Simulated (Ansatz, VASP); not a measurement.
**Two plane-wave programs on Al4NiPd3**

```
Al Ni Pd
1.0
     4.27674    0.00000    0.00000
     0.00000    4.27674    0.00000
     0.00000    0.00000    6.11941
Al Ni Pd
4 1 3
Direct
  0.50000 0.00000 0.75910
  0.00000 0.50000 0.75910
  0.50000 0.00000 0.24090
  0.00000 0.50000 0.24090
  0.50000 0.50000 0.00000
  0.00000 0.00000 0.00000
  0.00000 0.00000 0.50000
  0.50000 0.50000 0.50000
```

Alike in both runs: task single point; functional PBE; k mesh 6 × 6 × 4; occupations gaussian, width 0.2 eV; no spin polarisation.

```csv
,VASP,Ansatz
version,VASP 6.6.1,Ansatz 0.2.0
potentials or method,"VASP PAW PBE potentials, release 64 (Al, Ni, Pd), cutoff 520 eV","scalar-relativistic, plane waves, PAW"
valence electrons in the cell,52,84
```

|  | VASP | Ansatz | Ansatz less VASP |
| --- | --- | --- | --- |
| gap on the k mesh at the Fermi level (eV) | none | none | - |
| pressure (GPa) | 0.0 | 0.0 | +0.01 |
| traceless stress, the component that is largest in VASP (GPa) | 0.66 | 0.66 | -0.002 |

A gap of «none» marks a metal or a gap that the smearing closes. With one functional, cell and mesh, what is left measures potentials, basis and numerics. VASP's potentials hold 52 valence electrons a cell and Ansatz's 84, so a difference there can come from the potentials and not from the codes.
